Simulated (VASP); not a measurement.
# InP (F-43m) in VASP: vibrations by perturbation theory with PBE

Aim: the vibrations by perturbation theory of InP with PBE.

Program: VASP 6.6.1. These are calculated values, not measurements. Logs are shortened: lines on timing, memory, paths and dates and some standing lists are left out, and cuts for length are marked.

## Step 1: The cell of the first run

The structure is cubic, space group F-43m (No. 216). The conventional cell has a = 5.861 Å, b = 5.861 Å, c = 5.861 Å, α = 90.00°, β = 90.00°, γ = 90.00°. Within 3.3 Å of In (site symmetry -43m) lie 4 P at 2.54 Å. P (site symmetry -43m) has 4 In at 2.54 Å within 3.3 Å.

## Step 2: Vibrations by perturbation theory, PBE

Contents of INCAR:

```
ALGO = Normal
EDIFF = 1E-8
ENCUT = 520
GGA = PE
IBRION = 8
ISIF = 2
ISMEAR = 0
LASPH = T
LCHARG = F
LREAL = F
LWAVE = F
NBANDS = 16
NELM = 60
NSW = 1
PREC = Accurate
SIGMA = 0.01
```

Contents of KPOINTS:

```
k-points
0
Gamma
  3 3 3
```

Contents of POSCAR:

```
InP
1.0
    0.0000000000      2.9305000000      2.9305000000
    2.9305000000      0.0000000000      2.9305000000
    2.9305000000      2.9305000000      0.0000000000
In P
1 1
Direct
    0.0000000000      0.0000000000      0.0000000000
    0.2500000000      0.2500000000      0.2500000000
```

Potentials or basis: VASP PAW PBE potentials, release 64 (In_d, P).

On the command line:

```sh
cat potpaw_PBE.64/In_d/POTCAR potpaw_PBE.64/P/POTCAR > POTCAR
mpirun -np 1 vasp_std > vasp.out
```

OUTCAR:

```text
EDIFF = 1E-8
   ENCUT = 520
   GGA = PE
   IBRION = 8
   ISIF = 2
   ISMEAR = 0
   LASPH = T
   LREAL = F
   NELM = 60
   NSW = 1
   PREC = Accurate

 ion  position               nearest neighbor table
   1  0.000  0.000  0.000-   2 2.54   2 2.54   2 2.54   2 2.54
   2  0.250  0.250  0.250-   1 2.54   1 2.54   1 2.54   1 2.54

  LATTYP: Found a face centered cubic cell.
 ALAT       =     5.8610000000

  Lattice vectors:

 A1 = (   0.0000000000,   2.9305000000,   2.9305000000)
 A2 = (   2.9305000000,   0.0000000000,   2.9305000000)
 A3 = (   2.9305000000,   2.9305000000,   0.0000000000)

Analysis of symmetry for initial positions (statically):
=====================================================================
 Subroutine PRICEL returns:
 Original cell was already a primitive cell.

 Routine SETGRP: Setting up the symmetry group for a
 face centered cubic supercell.

 Subroutine GETGRP returns: Found 24 space group operations
 (whereof 24 operations were pure point group operations)
 out of a pool of 48 trial point group operations.

The static configuration has the point symmetry T_d .

Analysis of symmetry for dynamics (positions and initial velocities):
=====================================================================
 Subroutine PRICEL returns:
 Original cell was already a primitive cell.

 Routine SETGRP: Setting up the symmetry group for a
 face centered cubic supercell.

 Subroutine GETGRP returns: Found 24 space group operations
 (whereof 24 operations were pure point group operations)
 out of a pool of 48 trial point group operations.

The dynamic configuration has the point symmetry T_d .

 Subroutine INISYM returns: Found 24 space group operations
 (whereof 24 operations are pure point group operations),
 and found     1 'primitive' translations

----------------------------------------------------------------------------------------

                                     Primitive cell

  volume of cell :      50.3333

  direct lattice vectors                    reciprocal lattice vectors
     0.000000000  2.930500000  2.930500000    -0.170619348  0.170619348  0.170619348
     2.930500000  0.000000000  2.930500000     0.170619348 -0.170619348  0.170619348
     2.930500000  2.930500000  0.000000000     0.170619348  0.170619348 -0.170619348

  length of vectors
     4.144352845  4.144352845  4.144352845     0.295521380  0.295521380  0.295521380

  position of ions in fractional coordinates (direct lattice)
     0.000000000  0.000000000  0.000000000
     0.250000000  0.250000000  0.250000000

  ion indices of the primitive-cell ions
   primitive index   ion index
                 1           1
                 2           2

----------------------------------------------------------------------------------------

 KPOINTS: k-points

Automatic generation of k-mesh.
 Grid dimensions read from file:
 generate k-points for:    3    3    3

 Generating k-lattice:

  Cartesian coordinates                     Fractional coordinates (reciprocal lattice)
    -0.056873116  0.056873116  0.056873116     0.333333333  0.000000000  0.000000000
     0.056873116 -0.056873116  0.056873116     0.000000000  0.333333333  0.000000000
     0.056873116  0.056873116 -0.056873116     0.000000000  0.000000000  0.333333333

  Length of vectors
     0.098507127  0.098507127  0.098507127

  Shift w.r.t. Gamma in fractional coordinates (k-lattice)
     0.000000000  0.000000000  0.000000000

 Subroutine IBZKPT returns following result:
 ===========================================

 Found      4 irreducible k-points:

 Following reciprocal coordinates:
            Coordinates               Weight
  0.000000  0.000000  0.000000      1.000000
  0.333333  0.000000  0.000000      8.000000
  0.333333  0.333333  0.000000      6.000000
 -0.333333  0.333333  0.000000     12.000000
   k-points           NKPTS =      4   k-points in BZ     NKDIM =      4   number of bands    NBANDS=     16
   number of dos      NEDOS =    301   number of ions     NIONS =      2
   total plane-waves  NPLWV =  32768
   dimension x,y,z NGX =    32 NGY =   32 NGZ =   32
   dimension x,y,z NGXF=    64 NGYF=   64 NGZF=   64
   ions per type =               1   1
   NGX,Y,Z   is equivalent  to a cutoff of  12.84, 12.84, 12.84 a.u.
   NGXF,Y,Z  is equivalent  to a cutoff of  25.67, 25.67, 25.67 a.u.
 SYSTEM =  unknown system
   PREC   = accura    normal or accurate (medium, high low for compatibility)
   ISTART =      0    job   : 0-new  1-cont  2-samecut
   ICHARG =      2    charge: 1-file 2-atom 10-const
   ISPIN  =      1    spin polarized calculation?
   LNONCOLLINEAR =      F non collinear calculations
   LSORBIT =      F    spin-orbit coupling
   LASPH  =      T    aspherical Exc in radial PAW
   ENCUT  =  520.0 eV  38.22 Ry    6.18 a.u.   7.71  7.71  7.71*2*pi/ulx,y,z
   NELM   =     60;   NELMIN=  2; NELMDL= -5     # of ELM steps
   EDIFF  = 0.1E-07   stopping-criterion for ELM
   LREAL  =      F    real-space projection
   EDIFFG = 0.1E-06   stopping-criterion for IOM
   NSW    =      1    number of steps for IOM
   IBRION =      8    ionic relax: 0-MD 1-quasi-New 2-CG
   NFREE  =      0    steps in history (QN), initial steepest desc. (CG)
   ISIF   =      2    stress and relaxation
   ISYM   =      2    0-nonsym 1-usesym 2-fastsym
   POTIM  = 0.5000    time-step for ionic-motion
   TEBEG  =    0.0;   TEEND  =   0.0 temperature during run
   PSTRESS=    0.0 pullay stress
   NELECT =      18.0000    total number of electrons
   NUPDOWN=      -1.0000    fix difference up-down
   EMIN   =  10.00;   EMAX   =-10.00  energy-range for DOS
   EFERMI =   0.00;   METHOD = LEGACY
   ISMEAR =     0;   SIGMA  =   0.01  broadening in eV -4-tet -1-fermi 0-gaus
   EFERMI_NEDOS =   21; number of points for ismear=-14 and -15
   IALGO  =     38    algorithm
   IMIX   =      4    mixing-type and parameters
     AMIX     =   0.40;   BMIX     =  1.00
     AMIX_MAG =   1.60;   BMIX_MAG =  1.00
  volume/ion in A,a.u.               =      25.17       169.83
  Fermi-wavevector in a.u.,A,eV,Ry     =   1.162021  2.195901 18.371846  1.350293
  Thomas-Fermi vector in A             =   2.298587
   LORBIT       =      0    0 simple, 1 ext, 2 COOP (PROOUT), +10 PAW based schemes
   GGA     = PE    functional components
   LHFCALC =     F    Hartree Fock is set to
   AEXX    =    0.0000 exact exchange contribution
   IVDW    =     0    specifies the selected vdW correction
   LEPSILON=     F    determine dielectric tensor
   LRPA    =     F    only Hartree local field effects (RPA)
 non-spin polarized calculation
 Gauss-broadening in eV      SIGMA  =   0.01
  energy-cutoff  :      520.00
  volume of cell :       50.33
 maximum number of plane-waves:      1363
   NGX = 15   NGY = 15   NGZ = 15

--------------------------------------- Ionic step        1  -------------------------------------------

 number of electron      18.0000005 magnetization

 Free energy of the ion-electron system (eV)
  ---------------------------------------------------
  ext. energy  EPLUGINS =         0.00000000
  ---------------------------------------------------
  free energy    TOTEN  =        -7.98360448 eV

  energy without entropy =       -7.98360448  energy(sigma->0) =       -7.98360448

 E-fermi :   5.3811     XC(G=0):  -9.2248

 val. band max:        5.3124587546   @ k =   0.0000   0.0000   0.0000
 cond. band min:       5.9894339151   @ k =   0.0000   0.0000   0.0000
 fundamental gap:      0.6769751605
 Fermi energy:         5.3810608085

 k-point     1 :       0.0000    0.0000    0.0000
  band No.  band energies     occupation
      1      -9.0036      2.00000
      2      -9.0036      2.00000
      3      -9.0036      2.00000
      4      -8.8575      2.00000
      5      -8.8575      2.00000
      6      -6.2196      2.00000
[... 8 lines left out ...]
     15      14.6952      0.00000
     16      14.6952      0.00000

 k-point     2 :       0.3333    0.0000    0.0000
  band No.  band energies     occupation
      1      -9.0887      2.00000
      2      -8.9720      2.00000
      3      -8.9720      2.00000
      4      -8.8503      2.00000
      5      -8.8503      2.00000
      6      -5.0944      2.00000
[... 8 lines left out ...]
     15      14.3492      0.00000
     16      14.3492      0.00000

 k-point     3 :       0.3333    0.3333    0.0000
  band No.  band energies     occupation
      1      -9.1419      2.00000
      2      -8.9269      2.00000
      3      -8.9269      2.00000
      4      -8.8939      2.00000
      5      -8.8313      2.00000
      6      -4.7116      2.00000
[... 8 lines left out ...]
     15      15.5803      0.00000
     16      18.6311      0.00000

 k-point     4 :      -0.3333    0.3333    0.0000
  band No.  band energies     occupation
      1      -9.1380      2.00000
      2      -8.9438      2.00000
      3      -8.9250      2.00000
      4      -8.8710      2.00000
      5      -8.8454      2.00000
      6      -3.9684      2.00000
[... 8 lines left out ...]
     15      14.4698      0.00000
     16      18.4253      0.00000

------------------------ aborting loop because EDIFF is reached ----------------------------------------

  FORCE on cell =-STRESS in cart. coord.  units (eV):
  Direction    XX          YY          ZZ          XY          YZ          ZX
  --------------------------------------------------------------------------------------
  -------------------------------------------------------------------------------------
  Total        1.3030159      1.3030159      1.3030159     -0.0000000      0.0000000      0.0000000
  in kB       41.4767889     41.4767889     41.4767889     -0.0000000      0.0000000      0.0000000
  external PRESSURE =      41.4767889 kB  Pullay stress =       0.0000000 kB

 VOLUME and BASIS-vectors are now :
 -----------------------------------------------------------------------------
  energy-cutoff  :      520.00
  volume of cell :       50.33
      direct lattice vectors                 reciprocal lattice vectors
     0.000000000  2.930500000  2.930500000    -0.170619348  0.170619348  0.170619348
     2.930500000  0.000000000  2.930500000     0.170619348 -0.170619348  0.170619348
     2.930500000  2.930500000  0.000000000     0.170619348  0.170619348 -0.170619348

 POSITION                                       TOTAL-FORCE (eV/Angst)
 -----------------------------------------------------------------------------------
      0.00000      0.00000      0.00000        -0.000000     -0.000000     -0.000000
      1.46525      1.46525      1.46525         0.000000      0.000000      0.000000
 -----------------------------------------------------------------------------------
    total drift:                               -0.000000     -0.000000     -0.000000

  FREE ENERGIE OF THE ION-ELECTRON SYSTEM (eV)
  ---------------------------------------------------
  free  energy   TOTEN  =        -7.9836044776 eV

  energy  without entropy=       -7.9836044776  energy(sigma->0) =       -7.98360448

[... ionic steps 2 to 3 ...]

--------------------------------------- Ionic step        4  -------------------------------------------

------------------------ aborting loop because EDIFF is reached ----------------------------------------

[... ionic steps 5 to 6 ...]

--------------------------------------- Ionic step        7  -------------------------------------------

 Free energy of the ion-electron system (eV)
  ---------------------------------------------------
  ---------------------------------------------------
  free energy    TOTEN  =        -0.05023496 eV

  energy without entropy =       -0.05023496

------------------------ aborting loop because EDIFF is reached ----------------------------------------

 INTERNAL STRAIN TENSOR  FOR ION    2  DIRECTION 1   (eV/Angst):
 -----------------------------------------------------------------------------
     0.01569  0.00000  0.00000
    -0.00000 -0.00681 -8.10457
     0.00000 -8.10457 -0.00681

 INTERNAL STRAIN TENSOR FOR ION    2 for displacements in x,y,z  (eV/Angst):
          X           Y           Z          XY          YZ          ZX
  --------------------------------------------------------------------------------
  x    -0.00000     0.00000     0.00000     0.00000    -8.10457     0.00000
  y     0.00000    -0.00000     0.00000    -0.00000     0.00000    -8.10457
  z     0.00000     0.00000    -0.00000    -8.10457     0.00000     0.00000

 SECOND DERIVATIVES (NOT SYMMETRIZED)
 ------------------------------------
               1X          1Y          1Z          2X          2Y          2Z
  1X    -8.422320    0.000000    0.000000    8.422320    0.000000    0.000000
  1Y     0.000000   -8.422320    0.000000    0.000000    8.422320    0.000000
  1Z     0.000000    0.000000   -8.422320    0.000000    0.000000    8.422320
  2X     8.394125    0.000000    0.000000   -8.394125    0.000000    0.000000
  2Y     0.000000    8.394125    0.000000    0.000000   -8.394125    0.000000
  2Z     0.000000    0.000000    8.394125    0.000000    0.000000   -8.394125

 Eigenvectors and eigenvalues of the dynamical matrix
 ----------------------------------------------------

   1 f  =    9.173939 THz    57.641559 2PiTHz  306.009665 cm-1    37.940346 meV
             X         Y         Z           dx          dy          dz
      0.000000  0.000000  0.000000     0.000000    0.461533    0.000000
      1.465250  1.465250  1.465250     0.000000   -0.887123    0.000000

   2 f  =    9.173939 THz    57.641559 2PiTHz  306.009665 cm-1    37.940346 meV
             X         Y         Z           dx          dy          dz
      0.000000  0.000000  0.000000    -0.461533    0.000000    0.000000
      1.465250  1.465250  1.465250     0.887123    0.000000    0.000000

   3 f  =    9.173939 THz    57.641559 2PiTHz  306.009665 cm-1    37.940346 meV
             X         Y         Z           dx          dy          dz
      0.000000  0.000000  0.000000     0.000000    0.000000   -0.461533
      1.465250  1.465250  1.465250     0.000000    0.000000    0.887123

   4 f/i=    0.006298 THz     0.039570 2PiTHz    0.210070 cm-1     0.026045 meV
             X         Y         Z           dx          dy          dz
      0.000000  0.000000  0.000000     0.887123    0.000000    0.000000
      1.465250  1.465250  1.465250     0.461533    0.000000    0.000000

   5 f/i=    0.006298 THz     0.039570 2PiTHz    0.210070 cm-1     0.026045 meV
             X         Y         Z           dx          dy          dz
      0.000000  0.000000  0.000000     0.000000   -0.887123    0.000000
      1.465250  1.465250  1.465250     0.000000   -0.461533    0.000000

   6 f/i=    0.006298 THz     0.039570 2PiTHz    0.210070 cm-1     0.026045 meV
             X         Y         Z           dx          dy          dz
      0.000000  0.000000  0.000000     0.000000    0.000000    0.887123
      1.465250  1.465250  1.465250     0.000000    0.000000    0.461533

--------------------------------------------------------------------------------------------------------

 ELASTIC MODULI CONTR FROM IONIC RELAXATION (kBar)
 Direction    XX          YY          ZZ          XY          YZ          ZX
 --------------------------------------------------------------------------------
 XX          -0.0000      0.0000      0.0000      0.0000     -0.0000     -0.0000
 YY           0.0000     -0.0000      0.0000      0.0000      0.0000     -0.0000
 ZZ           0.0000      0.0000     -0.0000     -0.0000     -0.0000      0.0000
 XY           0.0000      0.0000     -0.0000   -244.0584      0.0000      0.0000
 YZ          -0.0000      0.0000     -0.0000      0.0000   -244.0584      0.0000
 ZX          -0.0000     -0.0000      0.0000      0.0000      0.0000   -244.0584
 --------------------------------------------------------------------------------
```

Wall time 47 s (1 thread of Intel Xeon Platinum 8488C (Sapphire Rapids), shared host); peak memory 0.2 GiB.

What came out:

- Highest phonon frequency at Γ, LO-TO splitting left out: 306 cm⁻¹

Phonon frequencies in cm⁻¹ (negative: imaginary):
| q point | frequencies |
| --- | --- |
| (0.000, 0.000, 0.000) | 0 0 0 306 306 306 |

Caveat: the k points lie up to 0.62 Å⁻¹ apart; the cell wasn't relaxed at this level first, which shifts response properties; spin-orbit coupling is left out, which moves the levels of the heavy elements.
